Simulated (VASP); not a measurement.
Here is a VASP 6.6.1 calculation.

INCAR

```
SYSTEM = Cd
PREC     = Accurate       ! precision mode
ENCUT    = 520            ! plane-wave cutoff, eV
EDIFF    = 1E-7           ! SCF threshold, eV
ISMEAR   = -1             ! smearing method
SIGMA    = 0.1            ! smearing width, eV
LREAL    = .FALSE.        ! projectors in reciprocal space
LASPH    = .TRUE.         ! aspherical terms in the spheres
NELM     = 60             ! most SCF steps
ALGO     = Normal         ! electronic algorithm
ISIF     = 2              ! what is computed and relaxed
LWAVE    = .FALSE.        ! write WAVECAR
LCHARG   = .TRUE.         ! write CHGCAR
GGA      = RE             ! functional
LELF     = .TRUE.         ! ELF
LVHAR    = .TRUE.       
NBANDS   = 12             ! bands
```

Contents of KPOINTS:

```
Automatic mesh
0
G
  17 17 17
  0 0 0
```

POSCAR

```
Cd
1.0
    2.9171154080      0.0000000000      0.0000000000
    0.0000000000      2.9171154080      0.0000000000
    0.0000000000      0.0000000000      2.9171154080
Cd
1
Direct
    0.0000000000      0.0000000000      0.0000000000
```

Potentials or basis: VASP PAW PBE potentials, release 64 (Cd).

Run with:

```console
$ cat potpaw_PBE.64/Cd/POTCAR > POTCAR
$ mpirun -np 1 vasp_std > vasp.out
```

Question: Predict the band gap on the k mesh.

Answer: Zero (band 6 reaches 6.25 eV, above the bottom of band 7 at 0.19 eV).

Question: Predict the pressure.

Answer: 5.0 GPa.

Caveat: the PAW data sets were made with another functional, which shifts forces and pressure a little.
